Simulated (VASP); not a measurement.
# Ag4O in VASP: single point with PBEsol

Aim: the single point of Ag4O with PBEsol.

All numbers are computed with VASP 6.6.1; they aren't measurements. Logs are shortened: lines on timing, memory, paths and dates and some standing lists are left out, and cuts for length are marked.

**1. The cell of the first run**

The cell holds a slab with vacuum, 5 atoms: a = 2.867 Å, b = 2.867 Å, c = 25.082 Å, α = 90.00°, β = 90.00°, γ = 90.00°.

**2. Single point, PBEsol**

INCAR reads:

```
SYSTEM = Ag4O
PREC = Accurate
ENCUT = 520
EDIFF = 1E-6
ISMEAR = 0
SIGMA = 0.1
LREAL = .FALSE.
LASPH = .TRUE.
NELM = 60
ALGO = Fast
ISIF = 2
LWAVE = .FALSE.
LCHARG = .FALSE.
LDIPOL = .TRUE.
IDIPOL = 3
DIPOL = 0.5 0.5 0.497
GGA = PS
NBANDS = 33
```

KPOINTS reads:

```
regular mesh
0
G
  10 10 1
  0 0 0
```

POSCAR reads:

```
Ag4O
1.0
    2.8669036825      0.0000000000      0.0000000000
    0.0000000000      2.8669036825      0.0000000000
    0.0000000000      0.0000000000     25.0816211046
Ag O
4 1
Direct
    0.5000000000      0.5000000000      0.3388935654
    0.0000000000      0.0000000000      0.4197179677
    0.5000000000      0.5000000000      0.5008162760
    0.0000000000      0.0000000000      0.5799214924
    0.0000000000      0.3333333333      0.6456679275
```

Potentials or basis: VASP PAW PBE potentials, release 64 (Ag, O).

Run with:

```
$ cat potpaw_PBE.64/Ag/POTCAR potpaw_PBE.64/O/POTCAR > POTCAR
$ mpirun -np 1 vasp_std > vasp.out
```

OUTCAR:

```text
SYSTEM = Ag4O
   PREC = Accurate
   ENCUT = 520
   EDIFF = 1E-6
   ISMEAR = 0
   LREAL = .FALSE.
   LASPH = .TRUE.
   NELM = 60
   ISIF = 2
   GGA = PS

 ion  position               nearest neighbor table
   1  0.500  0.500  0.339-   2 2.87   2 2.87   2 2.87   2 2.87
   2  0.000  0.000  0.420-   1 2.87   1 2.87   1 2.87   1 2.87   3 2.87   3 2.87   3 2.87   3 2.87

   3  0.500  0.500  0.501-   4 2.84   4 2.84   4 2.84   4 2.84   2 2.87   2 2.87   2 2.87   2 2.87

   4  0.000  0.000  0.580-   5 1.91   5 2.52   3 2.84   3 2.84   3 2.84   3 2.84
   5  0.000  0.333  0.646-   4 1.91   4 2.52

  LATTYP: Found a simple tetragonal cell.
 ALAT       =     2.8669036825
 C/A-ratio  =     8.7486793706

  Lattice vectors:

 A1 = (   2.8669036825,   0.0000000000,   0.0000000000)
 A2 = (   0.0000000000,   2.8669036825,   0.0000000000)
 A3 = (   0.0000000000,   0.0000000000,  25.0816211046)

Analysis of symmetry for initial positions (statically):
=====================================================================
 Subroutine PRICEL returns:
 Original cell was already a primitive cell.

 Routine SETGRP: Setting up the symmetry group for a
 simple tetragonal supercell.

 Subroutine GETGRP returns: Found  2 space group operations
 (whereof  2 operations were pure point group operations)
 out of a pool of 16 trial point group operations.

The static configuration has the point symmetry C_1h.

Analysis of symmetry for dynamics (positions and initial velocities):
=====================================================================
 Subroutine PRICEL returns:
 Original cell was already a primitive cell.

 Routine SETGRP: Setting up the symmetry group for a
 simple tetragonal supercell.

 Subroutine GETGRP returns: Found  2 space group operations
 (whereof  2 operations were pure point group operations)
 out of a pool of 16 trial point group operations.

The dynamic configuration has the point symmetry C_1h.

 Subroutine INISYM returns: Found  2 space group operations
 (whereof  2 operations are pure point group operations),
 and found     1 'primitive' translations

----------------------------------------------------------------------------------------

                                     Primitive cell

  volume of cell :     206.1493

  direct lattice vectors                    reciprocal lattice vectors
     2.866903682  0.000000000  0.000000000     0.348808370  0.000000000  0.000000000
[... 102 lines left out ...]
   PSTRESS=    0.0 pullay stress
   NELECT =      50.0000    total number of electrons
   NUPDOWN=      -1.0000    fix difference up-down
   EMIN   =  10.00;   EMAX   =-10.00  energy-range for DOS
   EFERMI =   0.00;   METHOD = LEGACY
   ISMEAR =     0;   SIGMA  =   0.10  broadening in eV -4-tet -1-fermi 0-gaus
   EFERMI_NEDOS =   21; number of points for ismear=-14 and -15
   IALGO  =     68    algorithm
   IMIX   =      4    mixing-type and parameters
     AMIX     =   0.40;   BMIX     =  1.00
     AMIX_MAG =   1.60;   BMIX_MAG =  1.00
  volume/ion in A,a.u.               =      41.23       278.23
  Fermi-wavevector in a.u.,A,eV,Ry     =   1.020949  1.929315 14.181866  1.042338
  Thomas-Fermi vector in A             =   2.154547
   LORBIT       =      0    0 simple, 1 ext, 2 COOP (PROOUT), +10 PAW based schemes
   GGA     = PS    functional components
   LHFCALC =     F    Hartree Fock is set to
   AEXX    =    0.0000 exact exchange contribution
   IVDW    =     0    specifies the selected vdW correction
   LEPSILON=     F    determine dielectric tensor
   LRPA    =     F    only Hartree local field effects (RPA)
 non-spin polarized calculation
 RMM-DIIS sequential band-by-band and
 Gauss-broadening in eV      SIGMA  =   0.10
  energy-cutoff  :      520.00
  volume of cell :      206.15
 maximum number of plane-waves:      5593
 NGX is ok and might be reduce to    24
   NGX = 11   NGY = 11   NGZ = 93

 dipolmoment           0.000000      0.000000     -0.166477 electrons x Angstroem

 number of electron      49.9999992 magnetization

 dipolmoment           0.000000      0.000000      0.200635 electrons x Angstroem

 Free energy of the ion-electron system (eV)
  ---------------------------------------------------
  ext. energy  EPLUGINS =         0.00000000
  ---------------------------------------------------
  free energy    TOTEN  =       -15.76019999 eV

  energy without entropy =      -15.73530541  energy(sigma->0) =      -15.74775270

 E-fermi :  -1.5338     XC(G=0):  -5.1752

 val. band max:       -1.5443397710   @ k =   0.0000   0.1000   0.0000
 cond. band min:      -1.5057436135   @ k =   0.3000   0.2000   0.0000
 fundamental gap:      0.0385961576
 Fermi energy:        -1.5337510319

 k-point     1 :       0.0000    0.0000    0.0000
  band No.  band energies     occupation
      1     -18.3567      2.00000
      2      -8.8658      2.00000
      3      -7.8468      2.00000
      4      -7.6804      2.00000
      5      -7.5092      2.00000
      6      -7.3152      2.00000
[... 853 lines left out ...]
     32       6.3002      0.00000
     33      10.4523      0.00000

 [... further k-points ...]

------------------------ aborting loop because EDIFF is reached ----------------------------------------

 vacuum level on the upper side and lower side of the slab       (xc-potential included)         2.017        -2.255

  FORCE on cell =-STRESS in cart. coord.  units (eV):
  Direction    XX          YY          ZZ          XY          YZ          ZX
  --------------------------------------------------------------------------------------
  -------------------------------------------------------------------------------------
  Total       -1.4608508     -0.6591224     -0.3856719      0.0000000      2.3804850      0.0000000
  in kB      -11.3536276     -5.1226519     -2.9974141      0.0000000     18.5009586      0.0000000
  external PRESSURE =      -6.4912312 kB  Pullay stress =       0.0000000 kB

 VOLUME and BASIS-vectors are now :
 -----------------------------------------------------------------------------
  energy-cutoff  :      520.00
  volume of cell :      206.15
      direct lattice vectors                 reciprocal lattice vectors
     2.866903682  0.000000000  0.000000000     0.348808370  0.000000000  0.000000000
     0.000000000  2.866903682  0.000000000     0.000000000  0.348808370  0.000000000
     0.000000000  0.000000000 25.081621105     0.000000000  0.000000000  0.039869831

 POSITION                                       TOTAL-FORCE (eV/Angst)
 -----------------------------------------------------------------------------------
      1.43345      1.43345      8.50000         0.000000     -0.000799      0.155360
      0.00000      0.00000     10.52721         0.000000     -0.005755     -0.082810
      1.43345      1.43345     12.56128         0.000000      0.022371     -0.096011
      0.00000      0.00000     14.54537         0.000000     -1.469526     -0.026250
      0.00000      0.95563     16.19440         0.000000      1.453710      0.049710
 -----------------------------------------------------------------------------------
    total drift:                                0.000000      0.000051     -0.000315

  FREE ENERGIE OF THE ION-ELECTRON SYSTEM (eV)
  ---------------------------------------------------
  free  energy   TOTEN  =       -15.7601999930 eV

  energy  without entropy=      -15.7353054075  energy(sigma->0) =      -15.74775270

 vacuum level on the upper side and lower side of the slab         7.188         2.823
```

It took 11 min on 1 thread of Oxide Virtual Turin-like, shared host; peak memory 0.4 GiB.

What came out:

```yaml
Free_energy: -15.7602 eV
Largest_force: 1.470 eV/Å
Band_gap_on_the_k_mesh: zero (bands 25 and 26 overlap by 2.79 eV)
```

Forces on the atoms (eV/Å):
```
Ag   0.000 -0.001  0.155
Ag   0.000 -0.006 -0.083
Ag   0.000  0.022 -0.096
Ag   0.000 -1.470 -0.026
O    0.000  1.454  0.050
```

Caveat: the PAW data sets were made with another functional, which shifts forces and pressure a little.

The gap in the log of VASP goes by the Fermi energy; the results here count the filled bands.